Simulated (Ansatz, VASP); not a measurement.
# NaH in VASP and in Ansatz

The input POSCAR:

```
NaH
1.0
    0.0000000000      2.4445342654      2.4445342654
    2.4445342654      0.0000000000      2.4445342654
    2.4445342654      2.4445342654      0.0000000000
Na H
1 1
Direct
    0.0000000000      0.0000000000      0.0000000000
    0.5000000000      0.5000000000      0.5000000000
```

Contents of INCAR.step1:

```
SYSTEM = NaH
PREC     = Accurate       ! precision mode
ENCUT    = 520            ! plane-wave cutoff, eV
ISMEAR   = 0              ! smearing method
SIGMA    = 0.01           ! smearing width, eV
LREAL    = .False.        ! projectors in reciprocal space
LASPH    = .True.         ! aspherical terms in the spheres
NELM     = 80             ! most SCF steps
NBANDS   = 11             ! bands
GGA      = PE             ! functional
ALGO     = Normal         ! electronic algorithm
EDIFF    = 1E-4           ! SCF threshold, eV
LWAVE    = .True.         ! write WAVECAR
LCHARG   = .False.        ! write CHGCAR
```

INCAR.step2

```
SYSTEM = NaH
PREC     = Accurate       ! precision mode
ENCUT    = 520            ! plane-wave cutoff, eV
EDIFF    = 1E-7           ! SCF threshold, eV
ISMEAR   = 0              ! smearing method
SIGMA    = 0.01           ! smearing width, eV
LREAL    = .False.        ! projectors in reciprocal space
LASPH    = .True.         ! aspherical terms in the spheres
NELM     = 80             ! most SCF steps
ALGO     = Normal         ! electronic algorithm
ISIF     = 2              ! what is computed and relaxed
LWAVE    = .False.        ! write WAVECAR
LCHARG   = .False.        ! write CHGCAR
METAGGA  = R2SCAN         ! meta-GGA
LMIXTAU  = .True.       
NBANDS   = 11             ! bands
ISTART   = 1
```

KPOINTS

```
regular mesh
0
Gamma
  8 8 8
  0 0 0
```

Input for Ansatz:

```yaml
crystal:
  lattice:
    - [0.0, 2.4445342654, 2.4445342654]
    - [2.4445342654, 0.0, 2.4445342654]
    - [2.4445342654, 2.4445342654, 0.0]
  atoms:
    - { symbol: Na, position: [0.0, 0.0, 0.0] }
    - { symbol: H, position: [0.5, 0.5, 0.5] }
kpoints:
  mp_grid: { grid: [8, 8, 8] }
hamiltonian:
  xc: r2scan
scf:
  occupations: { method: fixed }
  n_extra_bands: 4
output:
  forces: true
  stress: true
  eigenvalues: true
```

Alike in both runs: task single point; functional r2SCAN; k mesh 8 × 8 × 8; no spin polarisation.

|  | VASP | Ansatz |
| --- | --- | --- |
| version | VASP 6.6.1 | Ansatz 0.2.0 |
| potentials or method | VASP PAW PBE potentials, release 64 (Na_pv, H) | plane waves, PAW |
| plane-wave cutoff (eV) | 520 | 500 |
| occupations | gaussian, width 0.01 eV | fixed |
| valence electrons in the cell | 8 | 10 |

Ansatz gave:

| Item | Value |
| --- | --- |
| gap on the k mesh at the Fermi level (eV) | 4.30 |
| pressure (GPa) | -1.3 |

Task: What did VASP give for the same quantities?

Result: gap on the k mesh at the Fermi level (eV): 4.31; pressure (GPa): -1.4.

VASP's potentials were made for PBE, not for r2SCAN. VASP's potentials hold 8 valence electrons a cell and Ansatz's 10, so a difference there can come from the potentials and not from the codes.
